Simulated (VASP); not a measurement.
# GaN (scanat) (F-43m) in VASP: single point with r2SCAN

Aim: the single point of GaN (scanat) with r2SCAN.

All numbers are computed with VASP 6.6.1; they aren't measurements. Logs are shortened: lines on timing, memory, paths and dates and some standing lists are left out, and cuts for length are marked.

## (1) The cell of the first run

Symmetry: F-43m, No. 216, cubic system. Conventional cell: a = 4.498 Å, b = 4.498 Å, c = 4.498 Å, α = 90.00°, β = 90.00°, γ = 90.00°. Ga (site symmetry -43m) has 4 N at 1.95 Å within 2.6 Å. Within 2.6 Å of N (site symmetry -43m) lie 4 Ga at 1.95 Å.

## (2) Single point, r2SCAN

File POSCAR:

```
GaN
1.0
    0.0000000000      2.2491509465      2.2491509465
    2.2491509465      0.0000000000      2.2491509465
    2.2491509465      2.2491509465      0.0000000000
Ga N
1 1
Direct
    0.0000000000      0.0000000000      0.0000000000
    0.2500000000      0.2500000000      0.2500000000
```

File INCAR.step1:

```
SYSTEM = GaN
PREC = Accurate
ENCUT = 660
ISMEAR = 0
SIGMA = 0.02
LREAL = .FALSE.
LASPH = .TRUE.
NELM = 120
NBANDS = 16
GGA = PE
ALGO = Normal
EDIFF = 1E-5
LWAVE = .TRUE.
LCHARG = .FALSE.
GGA_COMPAT = .FALSE.
```

File INCAR.step2:

```
SYSTEM = GaN
PREC = Accurate
ENCUT = 660
EDIFF = 1E-6
ISMEAR = 0
SIGMA = 0.02
LREAL = .FALSE.
LASPH = .TRUE.
NELM = 120
ALGO = Normal
ISIF = 2
LWAVE = .FALSE.
LCHARG = .TRUE.
METAGGA = R2SCAN
LMIXTAU = .TRUE.
LELF = .TRUE.
LVHAR = .TRUE.
NBANDS = 16
ISTART = 1
GGA_COMPAT = .FALSE.
```

File KPOINTS:

```
regular mesh
0
G
  10 10 10
  0 0 0
```

Potentials or basis: VASP PAW PBE potentials, release 64 (Ga_d, N).

Command:

```console
$ cat potpaw_PBE.64/Ga_d/POTCAR potpaw_PBE.64/N/POTCAR > POTCAR
$ cp INCAR.step1 INCAR
$ mpirun -np 1 vasp_std > vasp.out
$ cp INCAR.step2 INCAR
$ mpirun -np 1 vasp_std > vasp.out
```

OUTCAR:

```text
SYSTEM = GaN
   PREC = Accurate
   ENCUT = 660
   EDIFF = 1E-6
   ISMEAR = 0
   LREAL = .FALSE.
   LASPH = .TRUE.
   NELM = 120
   ISIF = 2
   METAGGA = R2SCAN
   ISTART = 1

 ion  position               nearest neighbor table
   1  0.000  0.000  0.000-   2 1.95   2 1.95   2 1.95   2 1.95
   2  0.250  0.250  0.250-   1 1.95   1 1.95   1 1.95   1 1.95

  LATTYP: Found a face centered cubic cell.
 ALAT       =     4.4983018930

  Lattice vectors:

 A1 = (   0.0000000000,   2.2491509465,   2.2491509465)
 A2 = (   2.2491509465,   0.0000000000,   2.2491509465)
 A3 = (   2.2491509465,   2.2491509465,   0.0000000000)

Analysis of symmetry for initial positions (statically):
=====================================================================
 Subroutine PRICEL returns:
 Original cell was already a primitive cell.

 Routine SETGRP: Setting up the symmetry group for a
 face centered cubic supercell.

 Subroutine GETGRP returns: Found 24 space group operations
 (whereof 24 operations were pure point group operations)
 out of a pool of 48 trial point group operations.

The static configuration has the point symmetry T_d .

Analysis of symmetry for dynamics (positions and initial velocities):
=====================================================================
 Subroutine PRICEL returns:
 Original cell was already a primitive cell.

 Routine SETGRP: Setting up the symmetry group for a
 face centered cubic supercell.

 Subroutine GETGRP returns: Found 24 space group operations
 (whereof 24 operations were pure point group operations)
 out of a pool of 48 trial point group operations.

The dynamic configuration has the point symmetry T_d .

 Subroutine INISYM returns: Found 24 space group operations
 (whereof 24 operations are pure point group operations),
 and found     1 'primitive' translations

----------------------------------------------------------------------------------------

                                     Primitive cell

  volume of cell :      22.7555

  direct lattice vectors                    reciprocal lattice vectors
     0.000000000  2.249150946  2.249150946    -0.222306111  0.222306111  0.222306111
     2.249150946  0.000000000  2.249150946     0.222306111 -0.222306111  0.222306111
     2.249150946  2.249150946  0.000000000     0.222306111  0.222306111 -0.222306111

  length of vectors
     3.180779772  3.180779772  3.180779772     0.385045479  0.385045479  0.385045479

  position of ions in fractional coordinates (direct lattice)
     0.000000000  0.000000000  0.000000000
     0.250000000  0.250000000  0.250000000

  ion indices of the primitive-cell ions
   primitive index   ion index
                 1           1
                 2           2

----------------------------------------------------------------------------------------

 KPOINTS: regular mesh

Automatic generation of k-mesh.
 Grid dimensions read from file:
 generate k-points for:   10   10   10

 Generating k-lattice:

  Cartesian coordinates                     Fractional coordinates (reciprocal lattice)
    -0.022230611  0.022230611  0.022230611     0.100000000  0.000000000  0.000000000
     0.022230611 -0.022230611  0.022230611     0.000000000  0.100000000  0.000000000
     0.022230611  0.022230611 -0.022230611     0.000000000  0.000000000  0.100000000

  Length of vectors
     0.038504548  0.038504548  0.038504548

  Shift w.r.t. Gamma in fractional coordinates (k-lattice)
     0.000000000  0.000000000  0.000000000

 Subroutine IBZKPT returns following result:
 ===========================================

 Found     47 irreducible k-points:

 Following reciprocal coordinates:
            Coordinates               Weight
  0.000000  0.000000  0.000000      1.000000
  0.100000  0.000000  0.000000      8.000000
  0.200000  0.000000  0.000000      8.000000
  0.300000  0.000000  0.000000      8.000000
  0.400000  0.000000  0.000000      8.000000
  0.500000  0.000000  0.000000      4.000000
[... 16 lines left out ...]
  0.300000  0.300000  0.000000      6.000000
  0.400000  0.300000  0.000000     24.000000
 [... further k-points ...]
   k-points           NKPTS =     47   k-points in BZ     NKDIM =     47   number of bands    NBANDS=     16
   number of dos      NEDOS =    301   number of ions     NIONS =      2
   total plane-waves  NPLWV =  21952
   dimension x,y,z NGX =    28 NGY =   28 NGZ =   28
   dimension x,y,z NGXF=    56 NGYF=   56 NGZF=   56
   ions per type =               1   1
   NGX,Y,Z   is equivalent  to a cutoff of  14.63, 14.63, 14.63 a.u.
   NGXF,Y,Z  is equivalent  to a cutoff of  29.27, 29.27, 29.27 a.u.
 SYSTEM =  GaN
   PREC   = accura    normal or accurate (medium, high low for compatibility)
   ISTART =      1    job   : 0-new  1-cont  2-samecut
   ICHARG =      0    charge: 1-file 2-atom 10-const
   ISPIN  =      1    spin polarized calculation?
   LNONCOLLINEAR =      F non collinear calculations
   LSORBIT =      F    spin-orbit coupling
   LASPH  =      T    aspherical Exc in radial PAW
   ENCUT  =  660.0 eV  48.51 Ry    6.96 a.u.   6.66  6.66  6.66*2*pi/ulx,y,z
   NELM   =    120;   NELMIN=  2; NELMDL=  0     # of ELM steps
   EDIFF  = 0.1E-05   stopping-criterion for ELM
   LREAL  =      F    real-space projection
   EDIFFG = 0.1E-04   stopping-criterion for IOM
   NSW    =      0    number of steps for IOM
   IBRION =     -1    ionic relax: 0-MD 1-quasi-New 2-CG
   NFREE  =      0    steps in history (QN), initial steepest desc. (CG)
   ISIF   =      2    stress and relaxation
   ISYM   =      2    0-nonsym 1-usesym 2-fastsym
   POTIM  = 0.5000    time-step for ionic-motion
   TEBEG  =    0.0;   TEEND  =   0.0 temperature during run
   PSTRESS=    0.0 pullay stress
   NELECT =      18.0000    total number of electrons
   NUPDOWN=      -1.0000    fix difference up-down
   EMIN   =  10.00;   EMAX   =-10.00  energy-range for DOS
   EFERMI =   0.00;   METHOD = LEGACY
   ISMEAR =     0;   SIGMA  =   0.02  broadening in eV -4-tet -1-fermi 0-gaus
   EFERMI_NEDOS =   21; number of points for ismear=-14 and -15
   IALGO  =     38    algorithm
   IMIX   =      4    mixing-type and parameters
     AMIX     =   0.40;   BMIX     =  1.00
     AMIX_MAG =   1.60;   BMIX_MAG =  1.00
  volume/ion in A,a.u.               =      11.38        76.78
  Fermi-wavevector in a.u.,A,eV,Ry     =   1.514039  2.861119 31.188827  2.292314
  Thomas-Fermi vector in A             =   2.623750
   LORBIT       =      0    0 simple, 1 ext, 2 COOP (PROOUT), +10 PAW based schemes
   METAGGA = R2SCAN    functional components
   LHFCALC =     F    Hartree Fock is set to
   AEXX    =    0.0000 exact exchange contribution
   IVDW    =     0    specifies the selected vdW correction
   LEPSILON=     F    determine dielectric tensor
   LRPA    =     F    only Hartree local field effects (RPA)
 non-spin polarized calculation
 Gauss-broadening in eV      SIGMA  =   0.02
  energy-cutoff  :      660.00
  volume of cell :       22.76
 maximum number of plane-waves:       895
   NGX = 13   NGY = 13   NGZ = 13

 number of electron      18.0000005 magnetization

 Free energy of the ion-electron system (eV)
  ---------------------------------------------------
  ext. energy  EPLUGINS =         0.00000000
  ---------------------------------------------------
  free energy    TOTEN  =       -21.89753737 eV

  energy without entropy =      -21.89753737  energy(sigma->0) =      -21.89753737

 E-fermi :   5.2474     XC(G=0): -12.6682

 val. band max:        5.0787168188   @ k =   0.0000   0.0000   0.0000
 cond. band min:       7.2370422548   @ k =   0.0000   0.0000   0.0000
 fundamental gap:      2.1583254360
 Fermi energy:         5.2473570306

 k-point     1 :       0.0000    0.0000    0.0000
  band No.  band energies     occupation
      1     -11.7018      2.00000
      2      -8.7576      2.00000
      3      -8.7576      2.00000
      4      -8.7576      2.00000
      5      -8.4005      2.00000
      6      -8.4005      2.00000
[... 8 lines left out ...]
     15      24.8509      0.00000
     16      24.8510      0.00000

 k-point     2 :       0.1000    0.0000    0.0000
  band No.  band energies     occupation
      1     -11.5899      2.00000
      2      -8.7431      2.00000
      3      -8.7431      2.00000
      4      -8.7174      2.00000
      5      -8.4017      2.00000
      6      -8.4017      2.00000
[... 8 lines left out ...]
     15      23.4292      0.00000
     16      23.5419      0.00000

 k-point     3 :       0.2000    0.0000    0.0000
  band No.  band energies     occupation
      1     -11.3035      2.00000
      2      -8.7092      2.00000
      3      -8.7092      2.00000
      4      -8.5561      2.00000
      5      -8.4005      2.00000
      6      -8.4005      2.00000
[... 8 lines left out ...]
     15      22.6391      0.00000
     16      22.6391      0.00000

 k-point     4 :       0.3000    0.0000    0.0000
  band No.  band energies     occupation
      1     -10.9819      2.00000
      2      -8.6777      2.00000
      3      -8.6777      2.00000
      4      -8.3874      2.00000
      5      -8.3874      2.00000
      6      -8.1792      2.00000
[... 8 lines left out ...]
     15      23.1974      0.00000
     16      23.1974      0.00000

 k-point     5 :       0.4000    0.0000    0.0000
  band No.  band energies     occupation
      1     -10.7700      2.00000
      2      -8.6624      2.00000
      3      -8.6624      2.00000
      4      -8.3656      2.00000
      5      -8.3655      2.00000
      6      -7.6084      2.00000
[... 8 lines left out ...]
     15      24.7427      0.00000
     16      24.7427      0.00000

 k-point     6 :       0.5000    0.0000    0.0000
  band No.  band energies     occupation
      1     -10.7033      2.00000
      2      -8.6591      2.00000
      3      -8.6591      2.00000
      4      -8.3545      2.00000
      5      -8.3545      2.00000
      6      -7.2724      2.00000
[... 8 lines left out ...]
     15      25.8809      0.00000
     16      25.8809      0.00000

 k-point     7 :       0.1000    0.1000    0.0000
  band No.  band energies     occupation
      1     -11.5531      2.00000
      2      -8.7302      2.00000
      3      -8.7302      2.00000
      4      -8.7207      2.00000
      5      -8.4111      2.00000
      6      -8.3928      2.00000
[... 8 lines left out ...]
     15      25.1808      0.00000
     16      25.5721      0.00000

 k-point     8 :       0.2000    0.1000    0.0000
  band No.  band energies     occupation
      1     -11.3260      2.00000
      2      -8.7082      2.00000
      3      -8.6952      2.00000
      4      -8.6084      2.00000
      5      -8.4110      2.00000
      6      -8.3853      2.00000
[... 8 lines left out ...]
     15      24.6100      0.00000
     16      24.6403      0.00000

 k-point     9 :       0.3000    0.1000    0.0000
  band No.  band energies     occupation
      1     -11.0196      2.00000
      2      -8.6798      2.00000
      3      -8.6597      2.00000
      4      -8.4548      2.00000
      5      -8.3728      2.00000
      6      -8.2475      2.00000
[... 8 lines left out ...]
     15      23.7392      0.00000
     16      24.6533      0.00000
[... 172 lines left out ...]
 k-point    19 :       0.5000    0.2000    0.0000
  band No.  band energies     occupation
      1     -10.6197      2.00000
      2      -8.6386      2.00000
      3      -8.5784      2.00000
      4      -8.4459      2.00000
      5      -8.3496      2.00000
      6      -7.1719      2.00000
[... 8 lines left out ...]
     15      26.3507      0.00000
     16      26.8301      0.00000

 k-point    20 :      -0.4000    0.2000    0.0000
  band No.  band energies     occupation
      1     -10.6093      2.00000
      2      -8.6434      2.00000
      3      -8.5852      2.00000
      4      -8.4136      2.00000
      5      -8.3744      2.00000
      6      -7.0529      2.00000
[... 8 lines left out ...]
     15      24.7047      0.00000
     16      26.3573      0.00000

 k-point    21 :      -0.3000    0.2000    0.0000
  band No.  band energies     occupation
      1     -10.6950      2.00000
      2      -8.6464      2.00000
      3      -8.6065      2.00000
      4      -8.4075      2.00000
      5      -8.4054      2.00000
      6      -7.4847      2.00000
[... 8 lines left out ...]
     15      23.4298      0.00000
     16      26.7296      0.00000

 k-point    22 :      -0.2000    0.2000    0.0000
  band No.  band energies     occupation
      1     -10.8824      2.00000
      2      -8.6569      2.00000
      3      -8.6469      2.00000
      4      -8.4227      2.00000
      5      -8.4170      2.00000
      6      -8.0089      2.00000
[... 8 lines left out ...]
     15      23.4671      0.00000
     16      26.7107      0.00000

 k-point    23 :       0.3000    0.3000    0.0000
  band No.  band energies     occupation
      1     -10.7850      2.00000
      2      -8.5830      2.00000
      3      -8.5560      2.00000
      4      -8.5560      2.00000
      5      -8.3478      2.00000
      6      -8.0024      2.00000
[... 8 lines left out ...]
     15      27.9557      0.00000
     16      28.6905      0.00000

 k-point    24 :       0.4000    0.3000    0.0000
  band No.  band energies     occupation
      1     -10.6394      2.00000
      2      -8.6024      2.00000
      3      -8.5183      2.00000
      4      -8.5151      2.00000
      5      -8.3378      2.00000
      6      -7.5814      2.00000
[... 8 lines left out ...]
     15      28.4512      0.00000
     16      28.5343      0.00000

 [... further k-points ...]

------------------------ aborting loop because EDIFF is reached ----------------------------------------

  FORCE on cell =-STRESS in cart. coord.  units (eV):
  Direction    XX          YY          ZZ          XY          YZ          ZX
  --------------------------------------------------------------------------------------
  -------------------------------------------------------------------------------------
  Total        0.1704824      0.1704824      0.1704824      0.0000000      0.0000000     -0.0000000
  in kB       12.0034042     12.0034042     12.0034042      0.0000000      0.0000000     -0.0000000
  external PRESSURE =      12.0034042 kB  Pullay stress =       0.0000000 kB

 VOLUME and BASIS-vectors are now :
 -----------------------------------------------------------------------------
  energy-cutoff  :      660.00
  volume of cell :       22.76
      direct lattice vectors                 reciprocal lattice vectors
     0.000000000  2.249150946  2.249150946    -0.222306111  0.222306111  0.222306111
     2.249150946  0.000000000  2.249150946     0.222306111 -0.222306111  0.222306111
     2.249150946  2.249150946  0.000000000     0.222306111  0.222306111 -0.222306111

 POSITION                                       TOTAL-FORCE (eV/Angst)
 -----------------------------------------------------------------------------------
      0.00000      0.00000      0.00000         0.000000      0.000000      0.000000
      1.12458      1.12458      1.12458        -0.000000     -0.000000     -0.000000
 -----------------------------------------------------------------------------------
    total drift:                               -0.000001     -0.000001     -0.000001

  FREE ENERGIE OF THE ION-ELECTRON SYSTEM (eV)
  ---------------------------------------------------
  free  energy   TOTEN  =       -21.8975373730 eV

  energy  without entropy=      -21.8975373730  energy(sigma->0) =      -21.89753737
```

It took 3.4 min on 1 thread of AMD EPYC 7R13, shared host; peak memory 0.15 GiB.

Results:

- Free energy: -21.8975 eV
- Pressure: 1.2 GPa
- Band gap on the k mesh: 2.16 eV, direct

Levels at points of the mesh, in eV from the valence-band top:
```tsv
k point	band 7	band 8	band 9	band 10	band 11	band 12
(0.00, 0.00, 0.00)	0.00	0.00	0.00	2.16	11.04	11.04
(0.50, 0.00, 0.00)	-7.19	-1.00	-1.00	5.20	9.47	11.03
(0.50, 0.50, 0.00)	-6.24	-2.80	-2.80	3.77	7.28	12.62
```

Caveat: the PAW data sets were made with another functional, which shifts forces and pressure a little. r2SCAN opens gaps a little over a GGA but as a rule still falls short of measured ones.
